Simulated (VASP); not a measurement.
# TiO2 (Pmma) in VASP: further runs

The runs below take TiO2 through single point, with r2SCAN.

Everything below comes from runs of VASP 6.6.1. Logs are shortened: lines on timing, memory, paths and dates and some standing lists are left out, and cuts for length are marked.

**1. The cell of the first run**

Symmetry: Pmma, No. 51, orthorhombic system. Conventional cell: a = 3.778 Å, b = 3.778 Å, c = 10.083 Å, α = 90.00°, β = 90.00°, γ = 90.00°. Within 2.6 Å of Ti (site symmetry mm2) lie 6 O at 1.93 to 2.49 Å. Within 2.6 Å of Ti (site symmetry mm2) lie 6 O at 1.93 to 1.99 Å. Within 2.6 Å of O (site symmetry mm2) lie 3 Ti at 1.93 to 1.99 Å and 2 O at 2.46 Å. Within 2.6 Å of O (site symmetry mm2) lie 3 Ti at 1.93 to 2.49 Å. O (site symmetry mm2) has 3 Ti at 1.93 to 1.99 Å and 2 O at 2.46 Å within 2.6 Å. O (site symmetry mm2) has 3 Ti at 1.93 to 1.99 Å and 2 O at 2.46 Å within 2.6 Å.

**2. Single point, r2SCAN**

POSCAR

```
TiO2
1.0
   -3.7779444200      0.0000000000      0.0000000000
    0.0000000000     -3.7779444200      0.0000000000
    0.0000000000      0.0000000000     10.0827978520
Ti O
4 8
Direct
    0.0000000000      0.0000000000      0.8316092660
    0.5000000000      0.5000000000      0.3564039711
    0.5000000000      0.0000000000      0.5940066185
    0.0000000000      0.5000000000      0.1188013237
    0.5000000000      0.5000000000      0.5534284020
    1.0000000000      1.0000000000      0.0782231072
    0.5000000000      0.0000000000      0.7910310494
    0.0000000000      0.5000000000      0.3158257546
    0.5000000000      0.0000000000      0.3969821877
    0.0000000000      0.5000000000      0.8721874825
    0.0000000000      0.0000000000      0.6345848351
    0.5000000000      0.5000000000      0.1593795403
```

INCAR.step1

```
SYSTEM = TiO2
PREC = Accurate ; ENCUT = 520
ISMEAR = 0 ; SIGMA = 0.05
LREAL = .False. ; LASPH = .True.
NELM = 60 ; NBANDS = 60
GGA = PE ; ALGO = Normal
EDIFF = 1E-4 ; LWAVE = .True.
LCHARG = .False.
```

INCAR.step2

```
SYSTEM = TiO2
PREC = Accurate ; ENCUT = 520
EDIFF = 1E-6 ; ISMEAR = 0
SIGMA = 0.05 ; LREAL = .False.
LASPH = .True. ; NELM = 60
ALGO = Normal ; ISIF = 2
LWAVE = .False. ; LCHARG = .True.
METAGGA = R2SCAN ; LMIXTAU = .True.
LELF = .True. ; LVHAR = .True.
NBANDS = 60 ; ISTART = 1
```

KPOINTS

```
regular mesh
0
Gamma
  6 6 3
  0 0 0
```

Potentials or basis: VASP PAW PBE potentials, release 64 (Ti_sv, O).

Command:

```sh
> cat potpaw_PBE.64/Ti_sv/POTCAR potpaw_PBE.64/O/POTCAR > POTCAR
> cp INCAR.step1 INCAR
> mpirun -np 1 vasp_std > vasp.out
> cp INCAR.step2 INCAR
> mpirun -np 1 vasp_std > vasp.out
```

OUTCAR:

```text
SYSTEM = TiO2
   PREC = Accurate
   ENCUT = 520
   EDIFF = 1E-6
   ISMEAR = 0
   LREAL = .False.
   LASPH = .True.
   NELM = 60
   ISIF = 2
   METAGGA = R2SCAN
   ISTART = 1

 ion  position               nearest neighbor table
   1  0.000  0.000  0.832-  10 1.93  10 1.93   7 1.93   7 1.93  11 1.99
   2  0.500  0.500  0.356-   8 1.93   8 1.93   9 1.93   9 1.93  12 1.99   5 1.99
   3  0.500  0.000  0.594-   5 1.93   5 1.93  11 1.93  11 1.93   9 1.99   7 1.99
   4  0.000  0.500  0.119-   6 1.93   6 1.93  12 1.93  12 1.93   8 1.99
   5  0.500  0.500  0.553-   3 1.93   3 1.93   2 1.99
   6  0.000  0.000  0.078-   4 1.93   4 1.93
   7  0.500  0.000  0.791-   1 1.93   1 1.93   3 1.99
   8  0.000  0.500  0.316-   2 1.93   2 1.93   4 1.99
   9  0.500  0.000  0.397-   2 1.93   2 1.93   3 1.99
  10  0.000  0.500  0.872-   1 1.93   1 1.93
  11  0.000  0.000  0.635-   3 1.93   3 1.93   1 1.99
  12  0.500  0.500  0.159-   4 1.93   4 1.93   2 1.99

  LATTYP: Found a simple tetragonal cell.
 ALAT       =     3.7779444200
 C/A-ratio  =     2.6688581755

  Lattice vectors:

 A1 = (  -3.7779444200,   0.0000000000,   0.0000000000)
 A2 = (   0.0000000000,  -3.7779444200,   0.0000000000)
 A3 = (   0.0000000000,   0.0000000000,  10.0827978520)

Analysis of symmetry for initial positions (statically):
=====================================================================
 Subroutine PRICEL returns:
 Original cell was already a primitive cell.

 Routine SETGRP: Setting up the symmetry group for a
 simple tetragonal supercell.

 Subroutine GETGRP returns: Found  8 space group operations
 (whereof  4 operations were pure point group operations)
 out of a pool of 16 trial point group operations.

The static configuration has the point symmetry C_2v.
 The point group associated with its full space group is D_2h.

Analysis of symmetry for dynamics (positions and initial velocities):
=====================================================================
 Subroutine PRICEL returns:
 Original cell was already a primitive cell.

 Routine SETGRP: Setting up the symmetry group for a
 simple tetragonal supercell.

 Subroutine GETGRP returns: Found  8 space group operations
 (whereof  4 operations were pure point group operations)
 out of a pool of 16 trial point group operations.

The dynamic configuration has the point symmetry C_2v.
[... 124 lines left out ...]
   IBRION =     -1    ionic relax: 0-MD 1-quasi-New 2-CG
   NFREE  =      0    steps in history (QN), initial steepest desc. (CG)
   ISIF   =      2    stress and relaxation
   ISYM   =      2    0-nonsym 1-usesym 2-fastsym
   POTIM  = 0.5000    time-step for ionic-motion
   TEBEG  =    0.0;   TEEND  =   0.0 temperature during run
   PSTRESS=    0.0 pullay stress
   NELECT =      96.0000    total number of electrons
   NUPDOWN=      -1.0000    fix difference up-down
   EMIN   =  10.00;   EMAX   =-10.00  energy-range for DOS
   EFERMI =   0.00;   METHOD = LEGACY
   ISMEAR =     0;   SIGMA  =   0.05  broadening in eV -4-tet -1-fermi 0-gaus
   EFERMI_NEDOS =   21; number of points for ismear=-14 and -15
   IALGO  =     38    algorithm
   IMIX   =      4    mixing-type and parameters
     AMIX     =   0.40;   BMIX     =  1.00
     AMIX_MAG =   1.60;   BMIX_MAG =  1.00
  volume/ion in A,a.u.               =      11.99        80.93
  Fermi-wavevector in a.u.,A,eV,Ry     =   1.430434  2.703128 27.839447  2.046142
  Thomas-Fermi vector in A             =   2.550280
   LORBIT       =      0    0 simple, 1 ext, 2 COOP (PROOUT), +10 PAW based schemes
   METAGGA = R2SCAN    functional components
   LHFCALC =     F    Hartree Fock is set to
   AEXX    =    0.0000 exact exchange contribution
   IVDW    =     0    specifies the selected vdW correction
   LEPSILON=     F    determine dielectric tensor
   LRPA    =     F    only Hartree local field effects (RPA)
 non-spin polarized calculation
 Gauss-broadening in eV      SIGMA  =   0.05
  energy-cutoff  :      520.00
  volume of cell :      143.91
 maximum number of plane-waves:      3912
   NGX = 15   NGY = 15   NGZ = 37

 number of electron      95.9999972 magnetization

 Free energy of the ion-electron system (eV)
  ---------------------------------------------------
  ext. energy  EPLUGINS =         0.00000000
  ---------------------------------------------------
  free energy    TOTEN  =      -138.84885534 eV

  energy without entropy =     -138.84885534  energy(sigma->0) =     -138.84885534

 E-fermi :   3.1423     XC(G=0): -11.1511

 val. band max:        2.8471117632   @ k =   0.5000   0.5000   0.0000
 cond. band min:       5.0548218668   @ k =   0.0000   0.0000   0.0000
 fundamental gap:      2.2077101037
 Fermi energy:         3.1422649651

 k-point     1 :       0.0000    0.0000    0.0000
  band No.  band energies     occupation
      1     -56.1614      2.00000
      2     -56.1376      2.00000
      3     -56.1173      2.00000
      4     -56.1069      2.00000
      5     -31.5472      2.00000
      6     -31.4188      2.00000
[... 1501 lines left out ...]
     59       6.7032      0.00000
     60       6.8209      0.00000

 [... further k-points ...]
[... 5 lines left out ...]
  --------------------------------------------------------------------------------------
  -------------------------------------------------------------------------------------
  Total        1.2847643     -7.8758746     -7.1655965      0.0000000      0.0000000      0.0000000
  in kB       14.3034849    -87.6833609    -79.7757219      0.0000000      0.0000000      0.0000000
  external PRESSURE =     -51.0518660 kB  Pullay stress =       0.0000000 kB

 VOLUME and BASIS-vectors are now :
 -----------------------------------------------------------------------------
  energy-cutoff  :      520.00
  volume of cell :      143.91
      direct lattice vectors                 reciprocal lattice vectors
    -3.777944420  0.000000000  0.000000000    -0.264694206  0.000000000  0.000000000
     0.000000000 -3.777944420  0.000000000     0.000000000 -0.264694206  0.000000000
     0.000000000  0.000000000 10.082797852     0.000000000  0.000000000  0.099178821

 POSITION                                       TOTAL-FORCE (eV/Angst)
 -----------------------------------------------------------------------------------
      0.00000      0.00000      8.38495         0.000000      0.000000      0.485084
     -1.88897     -1.88897      3.59355         0.000000      0.000000     -0.160761
     -1.88897      0.00000      5.98925         0.000000      0.000000      0.160761
      0.00000     -1.88897      1.19785         0.000000      0.000000     -0.485084
     -1.88897     -1.88897      5.58011         0.000000      0.000000     -0.055848
      0.00000      0.00000      0.78871         0.000000      0.000000     -1.149331
     -1.88897      0.00000      7.97581         0.000000      0.000000      0.022834
      0.00000     -1.88897      3.18441         0.000000      0.000000     -0.428800
     -1.88897      0.00000      4.00269         0.000000      0.000000      0.055848
      0.00000     -1.88897      8.79409         0.000000      0.000000      1.149331
      0.00000      0.00000      6.39839         0.000000      0.000000      0.428800
     -1.88897     -1.88897      1.60699         0.000000      0.000000     -0.022834
 -----------------------------------------------------------------------------------
    total drift:                               -0.000000     -0.000000      0.000016

  FREE ENERGIE OF THE ION-ELECTRON SYSTEM (eV)
  ---------------------------------------------------
  free  energy   TOTEN  =      -138.8488553378 eV

  energy  without entropy=     -138.8488553378  energy(sigma->0) =     -138.84885534
```

OSZICAR.step1:

```text
N       E                     dE             d eps       ncg     rms          rms(c)
DAV:   1     0.150449544761E+04    0.15045E+04   -0.47744E+04  3840   0.186E+03
DAV:   2     0.174647813568E+03   -0.13298E+04   -0.12628E+04  3904   0.581E+02
DAV:   3    -0.118616167059E+03   -0.29326E+03   -0.28461E+03  4868   0.239E+02
DAV:   4    -0.140894274978E+03   -0.22278E+02   -0.22219E+02  5736   0.718E+01
DAV:   5    -0.142197949915E+03   -0.13037E+01   -0.13031E+01  5960   0.136E+01    0.445E+01
DAV:   6    -0.108196733302E+03    0.34001E+02   -0.21750E+02  5564   0.974E+01    0.179E+01
DAV:   7    -0.107557034220E+03    0.63970E+00   -0.37874E+01  5384   0.349E+01    0.115E+01
DAV:   8    -0.107306224608E+03    0.25081E+00   -0.79060E+00  5136   0.197E+01    0.570E+00
DAV:   9    -0.107020008239E+03    0.28622E+00   -0.19265E+00  5212   0.894E+00    0.189E+00
DAV:  10    -0.107015556409E+03    0.44518E-02   -0.26294E-01  5240   0.381E+00    0.110E+00
DAV:  11    -0.107024270972E+03   -0.87146E-02   -0.11599E-01  5180   0.196E+00    0.465E-01
DAV:  12    -0.107020986803E+03    0.32842E-02   -0.13618E-02  5412   0.686E-01    0.115E-01
DAV:  13    -0.107021079138E+03   -0.92335E-04   -0.29504E-03  5640   0.245E-01    0.703E-02
DAV:  14    -0.107021066006E+03    0.13131E-04   -0.30012E-04  3104   0.104E-01
   1 F= -.10702107E+03 E0= -.10702107E+03  d E =-.550065E-17
```

Wall time 15 min (1 thread of Intel Xeon Platinum 8488C (Sapphire Rapids), shared host); peak memory 0.37 GiB.

Results:

```yaml
Free_energy: -138.8489 eV
Pressure: -5.1 GPa
Largest_force: 1.149 eV/Å
Band_gap_on_the_k_mesh: 2.21 eV, indirect (least direct gap 2.46 eV)
```

Forces in eV/Å, atoms in the order of the input:
```
Ti   0.000  0.000  0.485
Ti   0.000  0.000 -0.161
Ti   0.000  0.000  0.161
Ti   0.000  0.000 -0.485
O    0.000  0.000 -0.056
O    0.000  0.000 -1.149
O    0.000  0.000  0.023
O    0.000  0.000 -0.429
O    0.000  0.000  0.056
O    0.000  0.000  1.149
O    0.000  0.000  0.429
O    0.000  0.000 -0.023
```

Caveat: the PAW data sets were made with another functional, which shifts forces and pressure a little. r2SCAN opens gaps a little over a GGA but as a rule still falls short of measured ones.

**3. Single point, r2SCAN**

This run uses another cell than the first one, of 11.70 Å³/atom, 0.975 times its volume.

POSCAR

```
TiO2
1.0
   -3.7779444200      0.0000000000      0.0000000000
    0.0000000000     -3.7779444200      0.0000000000
    0.0000000000      0.0000000000      9.8327978520
Ti O
4 8
Direct
    0.0000000000      0.0000000000      0.8527530258
    0.5000000000      0.5000000000      0.3654655825
    0.5000000000      0.0000000000      0.6091093042
    0.0000000000      0.5000000000      0.1218218608
    0.5000000000      0.5000000000      0.5674993818
    1.0000000000      1.0000000000      0.0802119385
    0.5000000000      0.0000000000      0.8111431035
    0.0000000000      0.5000000000      0.3238556602
    0.5000000000      0.0000000000      0.4070755048
    0.0000000000      0.5000000000      0.8943629481
    0.0000000000      0.0000000000      0.6507192265
    0.5000000000      0.5000000000      0.1634317831
```

INCAR.step1

```
SYSTEM = TiO2
ALGO = Normal ; EDIFF = 1E-4
ENCUT = 520 ; GGA = PE
ISMEAR = 0 ; LASPH = .True.
LCHARG = .False. ; LREAL = .False.
LWAVE = .True. ; NBANDS = 60
NELM = 60 ; PREC = Accurate
SIGMA = 0.05
```

INCAR.step2

```
SYSTEM = TiO2
ALGO = Normal ; EDIFF = 1E-6
ENCUT = 520 ; ISIF = 2
ISMEAR = 0 ; ISTART = 1
LASPH = .True. ; LCHARG = .False.
LMIXTAU = .True. ; LREAL = .False.
LWAVE = .False. ; METAGGA = R2SCAN
NBANDS = 60 ; NELM = 60
PREC = Accurate ; SIGMA = 0.05
```

KPOINTS

```
k-points
0
Gamma
  6 6 3
  0 0 0
```

Potentials or basis: VASP PAW PBE potentials, release 64 (Ti_sv, O).

Command:

```sh
> cat potpaw_PBE.64/Ti_sv/POTCAR potpaw_PBE.64/O/POTCAR > POTCAR
> cp INCAR.step1 INCAR
> mpirun -np 1 vasp_std > vasp.out
> cp INCAR.step2 INCAR
> mpirun -np 1 vasp_std > vasp.out
```

Wall time 8.3 min (1 thread of Intel Xeon 6975P-C (Granite Rapids), shared host); peak memory 0.37 GiB.

It converged, with:

```yaml
Free_energy: -139.3961 eV
Pressure: -3.3 GPa
Largest_force: 1.072 eV/Å
Band_gap_on_the_k_mesh: 2.36 eV
```

Forces in eV/Å, atoms in the order of the input:
```
Ti   0.000  0.000  0.744
Ti   0.000  0.000 -0.105
Ti   0.000  0.000  0.105
Ti   0.000  0.000 -0.744
O    0.000  0.000 -0.027
O    0.000  0.000 -1.072
O    0.000  0.000  0.005
O    0.000  0.000 -0.271
O    0.000  0.000  0.027
O    0.000  0.000  1.072
O    0.000  0.000  0.271
O    0.000  0.000 -0.005
```

Stress tensor (GPa, compression positive):
```
 1.32  0.00  0.00
 0.00 -4.82  0.00
 0.00  0.00 -6.44
```

Levels at points of the mesh, in eV from the valence-band top:
| k point | band 46 | band 47 | band 48 | band 49 | band 50 | band 51 |
| --- | --- | --- | --- | --- | --- | --- |
| (0.00, 0.00, 0.00) | -0.61 | -0.36 | -0.18 | 2.36 | 2.65 | 2.75 |
| (0.50, 0.00, 0.00) | -1.13 | -0.95 | -0.69 | 3.54 | 3.59 | 3.61 |
| (0.00, 0.50, 0.00) | -1.14 | -1.12 | -1.12 | 3.55 | 3.55 | 3.66 |
| (0.50, 0.50, 0.00) | -0.29 | 0.00 | 0.00 | 3.45 | 3.45 | 3.47 |

Caveat: the PAW data sets were made with another functional, which shifts forces and pressure a little. A k mesh can miss the band edges.
